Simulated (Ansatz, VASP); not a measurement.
# One calculation of MgS, two programs

The input INCAR:

```
  PREC = Accurate
  ENCUT = 520
  EDIFF = 1E-6
  ISMEAR = 0
  SIGMA = 0.05
  LREAL = F
  LASPH = T
  NELM = 80
  ALGO = Normal
  ISIF = 2
  LWAVE = F
  LCHARG = F
  GGA = PS
  NBANDS = 11
```

The input KPOINTS:

```
regular mesh
0
Gamma
  8 8 8
```

POSCAR

```
MgS
1.0
    0.1352403689      2.6709972851      2.6709972851
    2.6709972851      0.1352403689      2.6709972851
    2.6709972851      2.6709972851      0.1352403689
Mg S
1 1
Direct
    0.0000000000      0.0000000000      0.0000000000
    0.5000000000      0.5000000000      0.5000000000
```

Input for Ansatz:

```yaml
crystal:
  lattice:
    - [0.1352403689, 2.6709972851, 2.6709972851]
    - [2.6709972851, 0.1352403689, 2.6709972851]
    - [2.6709972851, 2.6709972851, 0.1352403689]
  atoms:
    - { symbol: Mg, position: [0.0, 0.0, 0.0] }
    - { symbol: S, position: [0.5, 0.5, 0.5] }
basis:
  ecutwfc: 420
kpoints:
  mp_grid: { grid: [8, 8, 8] }
hamiltonian:
  xc: pbesol
scf:
  occupations: { method: gaussian, width: 0.05 }
output:
  forces: true
  stress: true
  eigenvalues: true
```

Alike in both runs: task single point; functional PBEsol; k mesh 8 × 8 × 8; occupations gaussian, width 0.05 eV; no spin polarisation.

```csv
,VASP,Ansatz
version,VASP 6.6.1,Ansatz 0.2.0
potentials or method,"VASP PAW PBE potentials, release 64 (Mg, S), cutoff 520 eV","scalar-relativistic, plane waves, PAW"
valence electrons in the cell,8,16
```

Ansatz gave:

```
gap on the k mesh at the Fermi level (eV)                     : 2.34
least direct gap on the mesh (eV)                             : 3.16
pressure (GPa)                                                : -0.9
traceless stress, the component that is largest in VASP (GPa) : -2.99
```

Task: What did VASP give for the same quantities?

Result: gap on the k mesh at the Fermi level (eV): 2.34; least direct gap on the mesh (eV): 3.16; pressure (GPa): -1.1; traceless stress, the component that is largest in VASP (GPa): -2.99.

VASP's potentials were made for PBE, not for PBEsol. The functional is the same, so the differences come from potentials, cutoffs and numerics. VASP's potentials hold 8 valence electrons a cell and Ansatz's 16, so a difference there can come from the potentials and not from the codes.
